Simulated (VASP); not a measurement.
# Mo3HS6 in VASP: single point with PBEsol

Aim: the single point of Mo3HS6 with PBEsol.

Program: VASP 6.6.1. These are calculated values, not measurements. Logs are shortened: lines on timing, memory, paths and dates and some standing lists are left out, and cuts for length are marked.

### Step 1. The cell of the first run

The cell holds a slab with vacuum, 10 atoms: a = 3.120 Å, b = 6.347 Å, c = 25.660 Å, α = 90.00°, β = 90.00°, γ = 104.23°.

### Step 2. Single point, PBEsol

INCAR reads:

```
SYSTEM = Mo3HS6
ALGO = Normal ; DIPOL = 0.5 0.5 0.474
EDIFF = 1E-6 ; ENCUT = 520
GGA = PS ; IDIPOL = 3
ISIF = 2 ; ISMEAR = 0
LASPH = .TRUE. ; LCHARG = .TRUE.
LDIPOL = .TRUE. ; LELF = .TRUE.
LREAL = .FALSE. ; LVACPOTAV = .TRUE.
LVHAR = .TRUE. ; LWAVE = .FALSE.
NBANDS = 50 ; NELM = 80
PREC = Accurate ; SIGMA = 0.1
```

KPOINTS reads:

```
k-points
0
G
  10 5 1
  0 0 0
```

POSCAR reads:

```
Mo3HS6
1.0
    3.1204068985      0.0000000000      0.0000000000
   -1.5602034492      6.1523257957      0.0000000000
    0.0000000000      0.0000000000     25.6597815141
S Mo H
6 3 1
Direct
    0.8927216587      0.7854433174      0.3312576919
    0.1715891272      0.3431782543      0.3824398182
    0.4248770516      0.8497541032      0.4354374436
    0.7047428115      0.4094654124      0.4861970894
    0.9628665561      0.9257405526      0.5411345583
    0.1730160878      0.3460381128      0.6172031673
    0.5321553930      0.0643107859      0.3568487551
    0.0634283179      0.1268429315      0.4560351157
    0.6028601598      0.2057221030      0.5588565878
    0.6730160878      0.5127047794      0.5779428417
```

Potentials or basis: VASP PAW PBE potentials, release 64 (S, Mo_sv, H).

Launch:

```sh
cat potpaw_PBE.64/S/POTCAR potpaw_PBE.64/Mo_sv/POTCAR potpaw_PBE.64/H/POTCAR > POTCAR
mpirun -np 1 vasp_std > vasp.out
```

OUTCAR:

```text
SYSTEM = Mo3HS6
   EDIFF = 1E-6
   ENCUT = 520
   GGA = PS
   ISIF = 2
   ISMEAR = 0
   LASPH = .TRUE.
   LREAL = .FALSE.
   NELM = 80
   PREC = Accurate

 ion  position               nearest neighbor table
   1  0.893  0.785  0.331-   7 2.41   7 2.41
   2  0.172  0.343  0.382-   8 2.31   7 2.41   7 2.41
   3  0.425  0.850  0.435-   8 2.37   8 2.37   7 2.41
   4  0.705  0.409  0.486-   9 2.25   8 2.46   8 2.46
   5  0.963  0.926  0.541-   9 2.37   9 2.37   8 2.51
   6  0.173  0.346  0.617-   9 2.33   9 2.33
   7  0.532  0.064  0.357-   3 2.41   2 2.41   2 2.41   1 2.41   1 2.41   8 3.01   8 3.01
   8  0.063  0.127  0.456-   2 2.31   3 2.37   3 2.37   4 2.46   4 2.46   5 2.51   7 3.01   7 3.01
                             9 3.10   9 3.10
   9  0.603  0.206  0.559-  10 1.97   4 2.25   6 2.33   6 2.33   5 2.37   5 2.37   8 3.10   8 3.10

  10  0.673  0.513  0.578-   9 1.97

  LATTYP: Found a base centered orthorhombic cell.
 ALAT       =     3.1204068985
 B/A-ratio  =     3.9432843189
 C/A-ratio  =     8.2232165063

  Lattice vectors:

 A1 = (   1.5602034492,  -6.1523257957,   0.0000000000)
 A2 = (   1.5602034493,   6.1523257957,   0.0000000000)
 A3 = (   0.0000000000,   0.0000000000,  25.6597815141)

Analysis of symmetry for initial positions (statically):
=====================================================================
 Subroutine PRICEL returns:
 Original cell was already a primitive cell.

 Routine SETGRP: Setting up the symmetry group for a
 base centered orthorhombic supercell.

 Subroutine GETGRP returns: Found  1 space group operations
 (whereof  1 operations were pure point group operations)
 out of a pool of  8 trial point group operations.

The static configuration has the point symmetry C_1 .

Analysis of symmetry for dynamics (positions and initial velocities):
=====================================================================
 Subroutine PRICEL returns:
 Original cell was already a primitive cell.

 Routine SETGRP: Setting up the symmetry group for a
 base centered orthorhombic supercell.

 Subroutine GETGRP returns: Found  1 space group operations
 (whereof  1 operations were pure point group operations)
 out of a pool of  8 trial point group operations.

The dynamic configuration has the point symmetry C_1 .

 Subroutine INISYM returns: Found  1 space group operations
 (whereof  1 operations are pure point group operations),
 and found     1 'primitive' translations

----------------------------------------------------------------------------------------

                                     Primitive cell

  volume of cell :     492.6103

  direct lattice vectors                    reciprocal lattice vectors
     3.120406899  0.000000000  0.000000000     0.320471026  0.081270078  0.000000000
    -1.560203449  6.152325796  0.000000000     0.000000000  0.162540157  0.000000000
     0.000000000  0.000000000 25.659781514     0.000000000  0.000000000  0.038971493

  length of vectors
     3.120406899  6.347073932 25.659781514     0.330615342  0.162540157  0.038971493

  position of ions in fractional coordinates (direct lattice)
     0.892721659  0.785443317  0.331257692
     0.171589127  0.343178254  0.382439818
     0.424877052  0.849754103  0.435437444
     0.704742811  0.409465412  0.486197089
     0.962866556  0.925740553  0.541134558
     0.173016088  0.346038113  0.617203167
     0.532155393  0.064310786  0.356848755
     0.063428318  0.126842932  0.456035116
     0.602860160  0.205722103  0.558856588
     0.673016088  0.512704779  0.577942842

  ion indices of the primitive-cell ions
   primitive index   ion index
                 1           1
                 2           2
                 3           3
                 4           4
                 5           5
                 6           6
                 7           7
                 8           8
                 9           9
                10          10

[... 34 lines left out ...]
|        whereas your k-lattice is simple monoclinic.                         |
|                                                                             |
|     Results are often still useful ...                                      |
|                                                                             |
 -----------------------------------------------------------------------------

 WARNING: IBZKPT: internal override: KBLOWUP is changed to .FALSE.
      ... skipping the blow-up phase ...

 Subroutine IBZKPT returns following result:
 ===========================================

 Found     26 irreducible k-points:

 Following reciprocal coordinates:
            Coordinates               Weight
  0.000000  0.000000  0.000000      1.000000
  0.100000 -0.000000  0.000000      2.000000
  0.200000 -0.000000  0.000000      2.000000
  0.300000 -0.000000  0.000000      2.000000
  0.400000 -0.000000  0.000000      2.000000
  0.500000 -0.000000  0.000000      1.000000
[... 16 lines left out ...]
 -0.400000  0.400000  0.000000      2.000000
 -0.300000  0.400000  0.000000      2.000000
 [... further k-points ...]
   k-points           NKPTS =     26   k-points in BZ     NKDIM =     26   number of bands    NBANDS=     50
   number of dos      NEDOS =    301   number of ions     NIONS =     10
   total plane-waves  NPLWV = 221184
   dimension x,y,z NGX =    24 NGY =   48 NGZ =  192
   dimension x,y,z NGXF=    48 NGYF=   96 NGZF=  384
   ions per type =               6   3   1
   NGX,Y,Z   is equivalent  to a cutoff of  12.79, 12.57, 12.44 a.u.
   NGXF,Y,Z  is equivalent  to a cutoff of  25.57, 25.14, 24.88 a.u.
 SYSTEM =  Mo3HS6
   PREC   = accura    normal or accurate (medium, high low for compatibility)
   ISTART =      0    job   : 0-new  1-cont  2-samecut
   ICHARG =      2    charge: 1-file 2-atom 10-const
   ISPIN  =      1    spin polarized calculation?
   LNONCOLLINEAR =      F non collinear calculations
   LSORBIT =      F    spin-orbit coupling
   LASPH  =      T    aspherical Exc in radial PAW
   ENCUT  =  520.0 eV  38.22 Ry    6.18 a.u.   5.80 11.80 47.71*2*pi/ulx,y,z
   NELM   =     80;   NELMIN=  2; NELMDL= -5     # of ELM steps
   EDIFF  = 0.1E-05   stopping-criterion for ELM
   LREAL  =      F    real-space projection
   EDIFFG = 0.1E-04   stopping-criterion for IOM
   NSW    =      0    number of steps for IOM
   IBRION =     -1    ionic relax: 0-MD 1-quasi-New 2-CG
   NFREE  =      0    steps in history (QN), initial steepest desc. (CG)
   ISIF   =      2    stress and relaxation
   ISYM   =      2    0-nonsym 1-usesym 2-fastsym
   POTIM  = 0.5000    time-step for ionic-motion
   TEBEG  =    0.0;   TEEND  =   0.0 temperature during run
   PSTRESS=    0.0 pullay stress
   NELECT =      79.0000    total number of electrons
   NUPDOWN=      -1.0000    fix difference up-down
   EMIN   =  10.00;   EMAX   =-10.00  energy-range for DOS
   EFERMI =   0.00;   METHOD = LEGACY
   ISMEAR =     0;   SIGMA  =   0.10  broadening in eV -4-tet -1-fermi 0-gaus
   EFERMI_NEDOS =   21; number of points for ismear=-14 and -15
   IALGO  =     38    algorithm
   IMIX   =      4    mixing-type and parameters
     AMIX     =   0.40;   BMIX     =  1.00
     AMIX_MAG =   1.60;   BMIX_MAG =  1.00
  volume/ion in A,a.u.               =      49.26       332.43
  Fermi-wavevector in a.u.,A,eV,Ry     =   0.889439  1.680795 10.763585  0.791101
  Thomas-Fermi vector in A             =   2.010999
   LORBIT       =      0    0 simple, 1 ext, 2 COOP (PROOUT), +10 PAW based schemes
   GGA     = PS    functional components
   LHFCALC =     F    Hartree Fock is set to
   AEXX    =    0.0000 exact exchange contribution
   IVDW    =     0    specifies the selected vdW correction
   LEPSILON=     F    determine dielectric tensor
   LRPA    =     F    only Hartree local field effects (RPA)
 non-spin polarized calculation
 Gauss-broadening in eV      SIGMA  =   0.10
  energy-cutoff  :      520.00
  volume of cell :      492.61
 maximum number of plane-waves:     13305
   NGX = 11   NGY = 23   NGZ = 95

 dipolmoment           0.000000      0.000000     -0.000021 electrons x Angstroem

 number of electron      79.0000002 magnetization

 dipolmoment           0.000000      0.000000      0.004298 electrons x Angstroem

 Free energy of the ion-electron system (eV)
  ---------------------------------------------------
  ext. energy  EPLUGINS =         0.00000000
  ---------------------------------------------------
  free energy    TOTEN  =       -68.66287930 eV

  energy without entropy =      -68.65429793  energy(sigma->0) =      -68.65858861

 E-fermi :  -0.8263     XC(G=0):  -4.2221

 val. band max:       -0.8651806718   @ k =   0.2000   0.4000   0.0000
 cond. band min:      -0.8088470420   @ k =   0.0000   0.4000   0.0000
 fundamental gap:      0.0563336298
 Fermi energy:        -0.8262714889

 k-point     1 :       0.0000    0.0000    0.0000
  band No.  band energies     occupation
      1     -62.4182      2.00000
      2     -62.2605      2.00000
      3     -62.0507      2.00000
      4     -36.7332      2.00000
      5     -36.5814      2.00000
      6     -36.4457      2.00000
[... 1261 lines left out ...]
     49       2.2451      0.00000
     50       2.6200      0.00000

 [... further k-points ...]

------------------------ aborting loop because EDIFF is reached ----------------------------------------

  FORCE on cell =-STRESS in cart. coord.  units (eV):
  Direction    XX          YY          ZZ          XY          YZ          ZX
  --------------------------------------------------------------------------------------
  -------------------------------------------------------------------------------------
  Total        0.2253447     -3.4209483     -1.3564324      0.0651080     -0.0909251     -0.0018831
  in kB        0.7329163    -11.1263723     -4.4116926      0.2117589     -0.2957270     -0.0061247
  external PRESSURE =      -4.9350495 kB  Pullay stress =       0.0000000 kB

 VOLUME and BASIS-vectors are now :
 -----------------------------------------------------------------------------
  energy-cutoff  :      520.00
  volume of cell :      492.61
      direct lattice vectors                 reciprocal lattice vectors
     3.120406899  0.000000000  0.000000000     0.320471026  0.081270078  0.000000000
    -1.560203449  6.152325796  0.000000000     0.000000000  0.162540157  0.000000000
     0.000000000  0.000000000 25.659781514     0.000000000  0.000000000  0.038971493

 POSITION                                       TOTAL-FORCE (eV/Angst)
 -----------------------------------------------------------------------------------
      1.56020      4.83230      8.50000        -0.001665      1.527912     -0.583380
      0.00000      2.11134      9.81332         0.002800      0.968110     -1.263427
      0.00000      5.22796     11.17323        -0.000478      0.298977     -1.195297
      1.56023      2.51916     12.47571         0.034793      0.004527     -0.449071
      1.56019      5.69546     13.88539        -0.030641     -0.272374      0.254458
     -0.00001      2.12894     15.83730         0.016233      0.053992      0.179967
      1.56020      0.39566      9.15666         0.013426     -2.871550      2.949175
      0.00002      0.78038     11.70176        -0.038363      0.070577     -0.043203
      1.56020      1.26567     14.34014         0.013141      1.716071      0.169303
      1.30016      3.15433     14.82989        -0.009246     -1.496242     -0.018525
 -----------------------------------------------------------------------------------
    total drift:                                0.000273      0.000181     -0.000439

  FREE ENERGIE OF THE ION-ELECTRON SYSTEM (eV)
  ---------------------------------------------------
  free  energy   TOTEN  =       -68.6628792992 eV

  energy  without entropy=      -68.6542979294  energy(sigma->0) =      -68.65858861

 vacuum level on the upper side and lower side of the slab         4.171         4.129
```

Run time: 36 min. Hardware: 1 thread of Oxide Virtual Turin-like, shared host; peak memory 0.77 GiB.

What came out:

```yaml
Free_energy: -68.6629 eV
Largest_force: 4.116 eV/Å
```

Forces in eV/Å, atoms in the order of the input:
```
S   -0.002  1.528 -0.583
S    0.003  0.968 -1.263
S    0.000  0.299 -1.195
S    0.035  0.005 -0.449
S   -0.031 -0.272  0.254
S    0.016  0.054  0.180
Mo   0.013 -2.872  2.949
Mo  -0.038  0.071 -0.043
Mo   0.013  1.716  0.169
H   -0.009 -1.496 -0.019
```

Caveat: the PAW data sets were made with another functional, which shifts forces and pressure a little.
